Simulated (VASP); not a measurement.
A run of VASP 6.6.1 is set up as follows.

INCAR

```
ALGO = Fast
EDIFF = 1E-7
ENCUT = 520
GGA = PS
ISIF = 2
ISMEAR = 0
LASPH = T
LCHARG = F
LREAL = F
LWAVE = F
NBANDS = 15
NELM = 80
PREC = Accurate
SIGMA = 0.15
```

KPOINTS

```
k-points
0
Gamma
  24 24 14
```

File POSCAR:

```
Fe
1.0
    2.3948901125      0.0000000000      0.0000000000
   -1.1974450563      2.0740356767      0.0000000000
    0.0000000000      0.0000000000      3.9689547945
Fe
2
Direct
    0.3333333333      0.6666666667      0.2500000000
    0.6666666667      0.3333333333      0.7500000000
```

Potentials or basis: VASP PAW PBE potentials, release 64 (Fe).

Command:

```sh
$ cat potpaw_PBE.64/Fe/POTCAR > POTCAR
$ mpirun -np 1 vasp_std > vasp.out
```

Q: What does it give for the band gap on the k mesh?

A: Zero (band 8 reaches 8.20 eV, above the bottom of band 9 at 6.20 eV).

Q: What does it give for the pressure?

A: -1.3 GPa.

Stress tensor (GPa, compression positive):
```
  6.23   0.00   0.00
  0.00   6.23   0.00
  0.00   0.00 -16.49
```

Caveat: the PAW data sets were made with another functional, which shifts forces and pressure a little; the run has no spin polarisation, though such a crystal can be magnetic. Spin polarisation is off, so any magnetic state and its effect on volume and gap are missing.
